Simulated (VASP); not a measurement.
Set up this calculation in VASP 6.6.1, as the native input.

```yaml
Task: single point
Functional: LDA
Potentials_or_basis: VASP PAW LDA potentials, release 64 (Zr_sv)
Cutoff: 500 eV
k_mesh: 10 × 10 × 10
Occupations: fermi-dirac, width 0.05 eV
Spin: no spin polarisation
Dipole_correction: no
Further_INCAR_settings: ALGO = Normal; EDIFF = 1e-06; NBANDS = 12
```

The structure of Zr lies in POSCAR:

```
Zr
1.0
   -1.8338185209      1.8338185209      1.8338185209
    1.8338185209     -1.8338185209      1.8338185209
    1.8338185209      1.8338185209     -1.8338185209
Zr
1
Direct
    0.0000000000      0.0000000000      0.0000000000
```

One way to write it, as run:

INCAR

```
ALGO = Normal
EDIFF = 1E-6
ENCUT = 500
GGA_COMPAT = F
ISIF = 2
ISMEAR = -1
LASPH = T
LCHARG = T
LELF = T
LREAL = F
LVHAR = T
LWAVE = F
NBANDS = 12
NELM = 120
PREC = Accurate
SIGMA = 0.05
```

KPOINTS

```
k-points
0
Gamma
  10 10 10
```

Potentials or basis: VASP PAW LDA potentials, release 64 (Zr_sv).

Run with:

```sh
$ cat potpaw_LDA.64/Zr_sv/POTCAR > POTCAR
$ mpirun -np 1 vasp_std > vasp.out
```

It gave:

| Quantity | Value |
| --- | --- |
| Pressure | -12.0 GPa |
| Band gap on the k mesh | zero (band 6 reaches 8.94 eV, above the bottom of band 7 at 7.21 eV) |

Wall time 6.2 s on 1 thread of Intel Xeon 6975P-C, with other jobs on the host, peak memory 0.13 GiB.
